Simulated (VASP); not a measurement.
# In2O3 (R-3c) in VASP: further runs

The runs below take In2O3 through single point, relaxation of the atoms, with PBE.

All numbers are computed with VASP 6.6.1; they aren't measurements. Logs are shortened: lines on timing, memory, paths and dates and some standing lists are left out, and cuts for length are marked.

## 1. The cell of the first run

It takes space group R-3c (No. 167, trigonal). Conventional cell: a = 5.487 Å, b = 5.487 Å, c = 14.510 Å, α = 90.00°, β = 90.00°, γ = 120.00°. Within 2.8 Å of In (site symmetry 3) lie 6 O at 2.12 to 2.26 Å. O (site symmetry 2) has 4 In at 2.12 to 2.26 Å and 8 O at 2.81 to 3.10 Å within 3.2 Å.

## 2. Single point, PBE

INCAR reads:

```
PREC = Accurate ; ENCUT = 520
EDIFF = 1E-6 ; ISMEAR = -1
SIGMA = 0.02 ; LREAL = False
LASPH = True ; NELM = 60
ALGO = Normal ; ISIF = 2
LWAVE = False ; LCHARG = False
GGA = PE ; NBANDS = 55
```

KPOINTS reads:

```
Automatic mesh
0
Gamma
  4 4 4
```

POSCAR reads:

```
In2O3
1.0
    2.7435000000      1.5839604635      4.8366666667
   -2.7435000000      1.5839604635      4.8366666667
    0.0000000000     -3.1679209270      4.8366666667
In O
4 6
Direct
    0.3579101274      0.3579101274      0.3579101274
    0.1420898726      0.1420898726      0.1420898726
    0.6420898726      0.6420898726      0.6420898726
    0.8579101274      0.8579101274      0.8579101274
    0.5459307774      0.9540692226      0.2500000000
    0.2500000000      0.5459307774      0.9540692226
    0.9540692226      0.2500000000      0.5459307774
    0.4540692226      0.0459307774      0.7500000000
    0.7500000000      0.4540692226      0.0459307774
    0.0459307774      0.7500000000      0.4540692226
```

Potentials or basis: VASP PAW PBE potentials, release 64 (In_d, O).

Started as:

```bash
> cat potpaw_PBE.64/In_d/POTCAR potpaw_PBE.64/O/POTCAR > POTCAR
> mpirun -np 1 vasp_std > vasp.out
```

OUTCAR:

```text
PREC = Accurate
   ENCUT = 520
   EDIFF = 1E-6
   ISMEAR = -1
   LREAL = False
   LASPH = True
   NELM = 60
   ISIF = 2
   GGA = PE

 ion  position               nearest neighbor table
   1  0.358  0.358  0.358-   9 2.12   8 2.12  10 2.12   7 2.26   6 2.26   5 2.26   2 3.13   3 3.25
                             3 3.25   3 3.25   2 3.60   2 3.60   2 3.60   4 3.99   4 3.99   4 3.99
   2  0.142  0.142  0.142-  10 2.12   8 2.12   9 2.12   7 2.26   6 2.26   5 2.26   1 3.13   4 3.25
                             4 3.25   4 3.25   1 3.60   1 3.60   1 3.60   3 3.99   3 3.99   3 3.99
   3  0.642  0.642  0.642-   6 2.12   5 2.12   7 2.12   9 2.26  10 2.26   8 2.26   4 3.13   1 3.25
                             1 3.25   1 3.25   4 3.60   4 3.60   4 3.60   2 3.99   2 3.99   2 3.99
   4  0.858  0.858  0.858-   7 2.12   5 2.12   6 2.12   9 2.26  10 2.26   8 2.26   3 3.13   2 3.25
                             2 3.25   2 3.25   3 3.60   3 3.60   3 3.60   1 3.99   1 3.99   1 3.99
   5  0.546  0.954  0.250-   3 2.12   4 2.12   1 2.26   2 2.26
   6  0.250  0.546  0.954-   3 2.12   4 2.12   1 2.26   2 2.26
   7  0.954  0.250  0.546-   4 2.12   3 2.12   1 2.26   2 2.26
   8  0.454  0.046  0.750-   1 2.12   2 2.12   3 2.26   4 2.26
   9  0.750  0.454  0.046-   1 2.12   2 2.12   3 2.26   4 2.26
  10  0.046  0.750  0.454-   2 2.12   1 2.12   3 2.26   4 2.26

  LATTYP: Found a trigonal (rhomboedric) cell.
 ALAT       =     5.7817875648
 COS(alpha) =     0.5496857780

  Lattice vectors:

 A1 = (   2.7435000000,   1.5839604635,   4.8366666667)
 A2 = (  -2.7435000000,   1.5839604635,   4.8366666667)
 A3 = (   0.0000000000,  -3.1679209270,   4.8366666667)

Analysis of symmetry for initial positions (statically):
=====================================================================
 Subroutine PRICEL returns:
 Original cell was already a primitive cell.

 Routine SETGRP: Setting up the symmetry group for a
 trigonal (rhombohedral) supercell.

 Subroutine GETGRP returns: Found 12 space group operations
 (whereof  6 operations were pure point group operations)
 out of a pool of 12 trial point group operations.

The static configuration has the point symmetry S_6 .
 The point group associated with its full space group is D_3d.

Analysis of symmetry for dynamics (positions and initial velocities):
=====================================================================
 Subroutine PRICEL returns:
 Original cell was already a primitive cell.

 Routine SETGRP: Setting up the symmetry group for a
 trigonal (rhombohedral) supercell.

 Subroutine GETGRP returns: Found 12 space group operations
 (whereof  6 operations were pure point group operations)
 out of a pool of 12 trial point group operations.

The dynamic configuration has the point symmetry S_6 .
 The point group associated with its full space group is D_3d.

 Subroutine INISYM returns: Found 12 space group operations
 (whereof  6 operations are pure point group operations),
 and found     1 'primitive' translations

----------------------------------------------------------------------------------------

                                     Primitive cell

  volume of cell :     126.1092

  direct lattice vectors                    reciprocal lattice vectors
     2.743500000  1.583960463  4.836666667     0.182248952  0.105221482  0.068917988
    -2.743500000  1.583960463  4.836666667    -0.182248952  0.105221482  0.068917988
     0.000000000 -3.167920927  4.836666667     0.000000000 -0.210442963  0.068917988

  length of vectors
     5.781787565  5.781787565  5.781787565     0.221440578  0.221440578  0.221440578

  position of ions in fractional coordinates (direct lattice)
     0.357910127  0.357910127  0.357910127
     0.142089873  0.142089873  0.142089873
     0.642089873  0.642089873  0.642089873
     0.857910127  0.857910127  0.857910127
     0.545930777  0.954069223  0.250000000
     0.250000000  0.545930777  0.954069223
     0.954069223  0.250000000  0.545930777
     0.454069223  0.045930777  0.750000000
     0.750000000  0.454069223  0.045930777
     0.045930777  0.750000000  0.454069223

  ion indices of the primitive-cell ions
   primitive index   ion index
                 1           1
                 2           2
                 3           3
                 4           4
                 5           5
                 6           6
                 7           7
                 8           8
                 9           9
                10          10

----------------------------------------------------------------------------------------

 KPOINTS: Automatic mesh

Automatic generation of k-mesh.
 Grid dimensions read from file:
 generate k-points for:    4    4    4

 Generating k-lattice:

  Cartesian coordinates                     Fractional coordinates (reciprocal lattice)
     0.045562238  0.026305370  0.017229497     0.250000000 -0.000000000 -0.000000000
    -0.045562238  0.026305370  0.017229497    -0.000000000  0.250000000 -0.000000000
     0.000000000 -0.052610741  0.017229497    -0.000000000 -0.000000000  0.250000000

  Length of vectors
     0.055360145  0.055360145  0.055360145

  Shift w.r.t. Gamma in fractional coordinates (k-lattice)
     0.000000000  0.000000000  0.000000000

 Subroutine IBZKPT returns following result:
 ===========================================

 Found     13 irreducible k-points:

 Following reciprocal coordinates:
            Coordinates               Weight
  0.000000  0.000000  0.000000      1.000000
  0.250000 -0.000000 -0.000000      6.000000
  0.500000 -0.000000 -0.000000      3.000000
  0.250000  0.250000 -0.000000      6.000000
  0.500000  0.250000  0.000000     12.000000
 -0.250000  0.250000  0.000000      6.000000
  0.500000  0.500000 -0.000000      3.000000
  0.250000  0.250000  0.250000      2.000000
  0.500000  0.250000  0.250000      6.000000
 -0.250000  0.250000  0.250000      6.000000
  0.500000  0.500000  0.250000      6.000000
 -0.250000  0.500000  0.250000      6.000000
  0.500000  0.500000  0.500000      1.000000
   k-points           NKPTS =     13   k-points in BZ     NKDIM =     13   number of bands    NBANDS=     55
   number of dos      NEDOS =    301   number of ions     NIONS =     10
   total plane-waves  NPLWV = 110592
   dimension x,y,z NGX =    48 NGY =   48 NGZ =   48
   dimension x,y,z NGXF=    96 NGYF=   96 NGZF=   96
   ions per type =               4   6
   NGX,Y,Z   is equivalent  to a cutoff of  13.80, 13.80, 13.80 a.u.
   NGXF,Y,Z  is equivalent  to a cutoff of  27.60, 27.60, 27.60 a.u.
 SYSTEM =  unknown system
   PREC   = accura    normal or accurate (medium, high low for compatibility)
   ISTART =      0    job   : 0-new  1-cont  2-samecut
   ICHARG =      2    charge: 1-file 2-atom 10-const
   ISPIN  =      1    spin polarized calculation?
   LNONCOLLINEAR =      F non collinear calculations
   LSORBIT =      F    spin-orbit coupling
   LASPH  =      T    aspherical Exc in radial PAW
   ENCUT  =  520.0 eV  38.22 Ry    6.18 a.u.  10.75 10.75 10.75*2*pi/ulx,y,z
   NELM   =     60;   NELMIN=  2; NELMDL= -5     # of ELM steps
   EDIFF  = 0.1E-05   stopping-criterion for ELM
   LREAL  =      F    real-space projection
   EDIFFG = 0.1E-04   stopping-criterion for IOM
   NSW    =      0    number of steps for IOM
   IBRION =     -1    ionic relax: 0-MD 1-quasi-New 2-CG
   NFREE  =      0    steps in history (QN), initial steepest desc. (CG)
   ISIF   =      2    stress and relaxation
   ISYM   =      2    0-nonsym 1-usesym 2-fastsym
   POTIM  = 0.5000    time-step for ionic-motion
   TEBEG  =    0.0;   TEEND  =   0.0 temperature during run
   PSTRESS=    0.0 pullay stress
   NELECT =      88.0000    total number of electrons
   NUPDOWN=      -1.0000    fix difference up-down
   EMIN   =  10.00;   EMAX   =-10.00  energy-range for DOS
   EFERMI =   0.00;   METHOD = LEGACY
   ISMEAR =    -1;   SIGMA  =   0.02  broadening in eV -4-tet -1-fermi 0-gaus
   EFERMI_NEDOS =   21; number of points for ismear=-14 and -15
   IALGO  =     38    algorithm
   IMIX   =      4    mixing-type and parameters
     AMIX     =   0.40;   BMIX     =  1.00
     AMIX_MAG =   1.60;   BMIX_MAG =  1.00
  volume/ion in A,a.u.               =      12.61        85.10
  Fermi-wavevector in a.u.,A,eV,Ry     =   1.452068  2.744010 28.687886  2.108500
  Thomas-Fermi vector in A             =   2.569492
   LORBIT       =      0    0 simple, 1 ext, 2 COOP (PROOUT), +10 PAW based schemes
   GGA     = PE    functional components
   LHFCALC =     F    Hartree Fock is set to
   AEXX    =    0.0000 exact exchange contribution
   IVDW    =     0    specifies the selected vdW correction
   LEPSILON=     F    determine dielectric tensor
   LRPA    =     F    only Hartree local field effects (RPA)
 non-spin polarized calculation
  energy-cutoff  :      520.00
  volume of cell :      126.11
 maximum number of plane-waves:      3426
 NGX is ok and might be reduce to    48
   NGX = 21   NGY = 21   NGZ = 21

 number of electron      88.0000010 magnetization

 Free energy of the ion-electron system (eV)
  ---------------------------------------------------
  ext. energy  EPLUGINS =         0.00000000
  ---------------------------------------------------
  free energy    TOTEN  =       -55.29017240 eV

  energy without entropy =      -55.29017240  energy(sigma->0) =      -55.29017240

 E-fermi :   6.0755     XC(G=0): -11.2373

 val. band max:        5.6262090759   @ k =   0.2500  -0.0000  -0.0000
 cond. band min:       6.9154052337   @ k =   0.0000   0.0000   0.0000
 fundamental gap:      1.2891961579
 Fermi energy:         6.0754856849

 k-point     1 :       0.0000    0.0000    0.0000
  band No.  band energies     occupation
      1     -12.0155      2.00000
      2     -11.1192      2.00000
      3     -11.1192      2.00000
      4     -10.9051      2.00000
      5     -10.9051      2.00000
      6     -10.8233      2.00000
[... 47 lines left out ...]
     54      15.5454      0.00000
[... 695 lines left out ...]
     54      15.4262      0.00000
     55      17.4591      0.00000

------------------------ aborting loop because EDIFF is reached ----------------------------------------

  FORCE on cell =-STRESS in cart. coord.  units (eV):
  Direction    XX          YY          ZZ          XY          YZ          ZX
  --------------------------------------------------------------------------------------
  -------------------------------------------------------------------------------------
  Total        7.4415997      7.4415997      5.9674655     -0.0000000      0.0000000      0.0000000
  in kB       94.5431737     94.5431737     75.8147642     -0.0000000      0.0000000      0.0000000
  external PRESSURE =      88.3003706 kB  Pullay stress =       0.0000000 kB

 VOLUME and BASIS-vectors are now :
 -----------------------------------------------------------------------------
  energy-cutoff  :      520.00
  volume of cell :      126.11
      direct lattice vectors                 reciprocal lattice vectors
     2.743500000  1.583960463  4.836666667     0.182248952  0.105221482  0.068917988
    -2.743500000  1.583960463  4.836666667    -0.182248952  0.105221482  0.068917988
     0.000000000 -3.167920927  4.836666667     0.000000000 -0.210442963  0.068917988

 POSITION                                       TOTAL-FORCE (eV/Angst)
 -----------------------------------------------------------------------------------
      0.00000      0.00000      5.19328         0.000000      0.000000     -0.024370
      0.00000      0.00000      2.06172         0.000000      0.000000      0.024370
      0.00000      0.00000      9.31672         0.000000      0.000000      0.024370
      0.00000      0.00000     12.44828         0.000000      0.000000     -0.024370
     -1.11973      1.58396      8.46417        -0.019359      0.000000      0.000000
     -0.81189     -1.76169      8.46417         0.009679     -0.016765      0.000000
      1.93161      0.17773      8.46417         0.009679      0.016765      0.000000
      1.11973     -1.58396      6.04583         0.019359      0.000000     -0.000000
      0.81189      1.76169      6.04583        -0.009679      0.016765      0.000000
     -1.93161     -0.17773      6.04583        -0.009679     -0.016765      0.000000
 -----------------------------------------------------------------------------------
    total drift:                                0.000000      0.000000     -0.000000

  FREE ENERGIE OF THE ION-ELECTRON SYSTEM (eV)
  ---------------------------------------------------
  free  energy   TOTEN  =       -55.2901723970 eV

  energy  without entropy=      -55.2901723970  energy(sigma->0) =      -55.29017240
```

Wall time 3.8 min (1 thread of Intel Xeon 8259CL, shared host); peak memory 0.34 GiB.

Results:

| Property | Result |
| --- | --- |
| Free energy | -55.2902 eV |
| Pressure | 8.8 GPa |
| Largest force | 0.024 eV/Å |
| Band gap on the k mesh | 1.29 eV (least direct gap 1.31 eV) |

Forces on the atoms (eV/Å):
```
In   0.000  0.000 -0.024
In   0.000  0.000  0.024
In   0.000  0.000  0.024
In   0.000  0.000 -0.024
O   -0.019  0.000  0.000
O    0.010 -0.017  0.000
O    0.010  0.017  0.000
O    0.019  0.000  0.000
O   -0.010  0.017  0.000
O   -0.010 -0.017  0.000
```

Caveat: the cell stands under pressure; spin-orbit coupling is left out, which moves the levels of the heavy elements. As with any semilocal functional, this PBE gap is likely too small.

## 3. Relaxation of the atoms, PBE

INCAR reads:

```
PREC = Accurate
ENCUT = 520
EDIFF = 1E-6
ISMEAR = -1
SIGMA = 0.02
LREAL = False
LASPH = True
NELM = 80
ALGO = Normal
ISIF = 2
LWAVE = False
LCHARG = False
GGA = PE
IBRION = 2
NSW = 80
EDIFFG = -0.02
```

KPOINTS is that of step 2.

POSCAR reads:

```
In2O3
1.0
    2.7435000000      1.5839604635      4.8366666667
   -2.7435000000      1.5839604635      4.8366666667
    0.0000000000     -3.1679209270      4.8366666667
In O
4 6
Direct
    0.3573100000      0.3573100000      0.3573100000
    0.1426900000      0.1426900000      0.1426900000
    0.6426900000      0.6426900000      0.6426900000
    0.8573100000      0.8573100000      0.8573100000
    0.5480000000      0.9520000000      0.2500000000
    0.2500000000      0.5480000000      0.9520000000
    0.9520000000      0.2500000000      0.5480000000
    0.4520000000      0.0480000000      0.7500000000
    0.7500000000      0.4520000000      0.0480000000
    0.0480000000      0.7500000000      0.4520000000
```

Potentials or basis: VASP PAW PBE potentials, release 64 (In_d, O).

Started as:

```bash
> cat potpaw_PBE.64/In_d/POTCAR potpaw_PBE.64/O/POTCAR > POTCAR
> mpirun -np 1 vasp_std > vasp.out
```

It took 5.4 min on 1 thread of Intel Xeon Platinum 8375C at 2.90GHz (Ice Lake), shared host; peak memory 0.35 GiB.

The run converged. Its results:

| Property | Result |
| --- | --- |
| Free energy | -55.2903 eV |
| Energy gained by relaxing | 0.5 meV/atom |
| Ionic steps | 5 |
| Pressure after relaxing | 8.8 GPa |
| Largest force after relaxing | 0.009 eV/Å |
| Band gap on the k mesh | 1.29 eV (least direct gap 1.31 eV) |

Forces in eV/Å, atoms in the order of the input:
```
In   0.000  0.000  0.009
In   0.000  0.000 -0.009
In   0.000  0.000 -0.009
In   0.000  0.000  0.009
O    0.001  0.000  0.000
O    0.000  0.001  0.000
O    0.000 -0.001  0.000
O   -0.001  0.000  0.000
O    0.000 -0.001  0.000
O    0.000  0.001  0.000
```

Stress tensor (GPa, compression positive):
```
9.42 0.00 0.00
0.00 9.42 0.00
0.00 0.00 7.71
```

The path:
| step | energy change (eV) | largest force (eV/Å) | pressure (GPa) |
| --- | --- | --- | --- |
| 1 | 0.0000 | 0.1390 | 8.95 |
| 2 | -0.0037 | 0.0542 | 8.92 |
| 3 | -0.0041 | 0.0775 | 8.92 |
| 4 | -0.0050 | 0.0301 | 8.86 |
| 5 | -0.0052 | 0.0089 | 8.85 |

Final structure:
```
CELL_PARAMETERS angstrom
2.74350 1.58396 4.83667
-2.74350 1.58396 4.83667
0.00000 -3.16792 4.83667
ATOMIC_POSITIONS crystal
In 0.35776 0.35776 0.35776
In 0.14224 0.14224 0.14224
In 0.64224 0.64224 0.64224
In 0.85776 0.85776 0.85776
O 0.54582 0.95418 0.25000
O 0.25000 0.54582 0.95418
O 0.95418 0.25000 0.54582
O 0.45418 0.04582 0.75000
O 0.75000 0.45418 0.04582
O 0.04582 0.75000 0.45418
```

Levels at points of the mesh, in eV from the valence-band top:
```tsv
k point	band 40	band 41	band 42	band 43	band 44	band 45	band 46	band 47	band 48	band 49
(0.00, 0.00, 0.00)	-0.38	-0.26	-0.26	-0.02	-0.02	1.29	5.54	6.30	7.30	9.28
(0.50, 0.00, 0.00)	-0.91	-0.72	-0.72	-0.05	-0.05	4.98	4.98	5.92	5.92	8.45
(0.50, 0.50, 0.00)	-0.84	-0.55	-0.33	-0.08	-0.03	5.22	5.54	6.50	6.55	7.38
(0.50, 0.50, 0.50)	-1.09	-0.17	-0.17	-0.17	-0.17	4.43	4.43	7.22	7.22	8.32
```

Caveat: spin-orbit coupling is left out, which moves the levels of the heavy elements. A k mesh can miss the band edges.

## 4. Relaxation of the atoms, PBE

INCAR reads:

```
SYSTEM = In2O3
PREC = Accurate
ENCUT = 520
EDIFF = 1E-6
ISMEAR = -1
SIGMA = 0.02
LREAL = .FALSE.
LASPH = .TRUE.
NELM = 80
ALGO = Normal
ISIF = 2
LWAVE = .FALSE.
LCHARG = .FALSE.
GGA = PE
IBRION = 2
NSW = 80
EDIFFG = -0.02
```

KPOINTS reads:

```
Automatic mesh
0
G
  4 4 4
  0 0 0
```

POSCAR is that of step 3.

Started as:

```bash
> cat potpaw_PBE.64/In_d/POTCAR potpaw_PBE.64/O/POTCAR > POTCAR
> mpirun -np 1 vasp_std > vasp.out
```

Run time: 10 min. Hardware: 1 thread of Oxide Virtual Turin-like, shared host; peak memory 0.32 GiB.

It converged, with:

| Item | Value |
| --- | --- |
| Free energy | -55.2903 eV |
| Energy gained by relaxing | 0.5 meV/atom |
| Ionic steps | 5 |
| Pressure after relaxing | 8.8 GPa |
| Largest force after relaxing | 0.009 eV/Å |
| Band gap on the k mesh | 1.29 eV (least direct gap 1.31 eV) |

Forces in eV/Å, atoms in the order of the input:
```
In   0.000  0.000  0.009
In   0.000  0.000 -0.009
In   0.000  0.000 -0.009
In   0.000  0.000  0.009
O    0.001  0.000  0.000
O    0.000  0.001  0.000
O    0.000 -0.001  0.000
O   -0.001  0.000  0.000
O    0.000 -0.001  0.000
O    0.000  0.001  0.000
```

Stress tensor (GPa, compression positive):
```
9.42 0.00 0.00
0.00 9.42 0.00
0.00 0.00 7.71
```

Step by step:
```
step  energy change (eV)  largest force (eV/Å)  pressure (GPa)
   1              0.0000                0.1390            8.95
   2             -0.0037                0.0542            8.92
   3             -0.0041                0.0775            8.92
   4             -0.0050                0.0301            8.86
   5             -0.0052                0.0089            8.85
```

Final structure:
```xyz
10
Lattice="2.7435 1.5840 4.8367 -2.7435 1.5840 4.8367 0.0000 -3.1679 4.8367" Properties=species:S:1:pos:R:3 pbc="T T T"
In    0.0000    0.0000    5.1911
In    0.0000    0.0000    2.0639
In    0.0000    0.0000    9.3189
In    0.0000    0.0000   12.4461
O    -1.1203    1.5840    8.4642
O    -0.8116   -1.7622    8.4642
O     1.9319    0.1782    8.4642
O     1.1203   -1.5840    6.0458
O     0.8116    1.7622    6.0458
O    -1.9319   -0.1782    6.0458
```

Levels at points of the mesh, in eV from the valence-band top:
```tsv
k point	band 42	band 43	band 44	band 45	band 46	band 47
(0.00, 0.00, 0.00)	-0.26	-0.02	-0.02	1.29	5.54	6.30
(0.50, 0.00, 0.00)	-0.72	-0.05	-0.05	4.98	4.98	5.92
(0.50, 0.50, 0.00)	-0.33	-0.08	-0.03	5.22	5.54	6.50
(0.50, 0.50, 0.50)	-0.17	-0.17	-0.17	4.43	4.43	7.22
```

Caveat: spin-orbit coupling is left out, which moves the levels of the heavy elements.
